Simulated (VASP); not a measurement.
A run of VASP 6.6.1 is set up as follows.

The input INCAR:

```
PREC = Accurate
ENCUT = 520
EDIFF = 1E-7
ISMEAR = 0
SIGMA = 0.1
LREAL = False
LASPH = True
NELM = 100
ALGO = Fast
ISIF = 2
LWAVE = False
LCHARG = False
GGA = PS
NBANDS = 44
```

File KPOINTS:

```
Automatic mesh
0
Gamma
  12 12 8
```

File POSCAR:

```
CoSn
1.0
    5.2713995321      0.0000000000      0.0000000000
   -2.6356997660      4.5651659083      0.0000000000
    0.0000000000      0.0000000000      4.2097465694
Co Sn
3 3
Direct
    0.0000000000      0.5000000000      0.0000000000
    0.5000000000      0.5000000000      0.0000000000
    0.5000000000      0.0000000000      0.0000000000
    0.6666666667      0.3333333333      0.5000000000
    0.3333333333      0.6666666667      0.5000000000
    0.0000000000      0.0000000000      0.0000000000
```

Potentials or basis: VASP PAW PBE potentials, release 64 (Co, Sn_d).

Run with:

```sh
$ cat potpaw_PBE.64/Co/POTCAR potpaw_PBE.64/Sn_d/POTCAR > POTCAR
$ mpirun -np 1 vasp_std > vasp.out
```

(1) Predict the pressure.

(2) Predict the band gap on the k mesh.

## Answers

(1) -4.1 GPa.

(2) zero (an odd number of electrons rules out a gap without spin polarisation).

Caveat: the cell stands under tension; the PAW data sets were made with another functional, which shifts forces and pressure a little; spin-orbit coupling is left out, which moves the levels of the heavy elements; the run has no spin polarisation, though such a crystal can be magnetic.
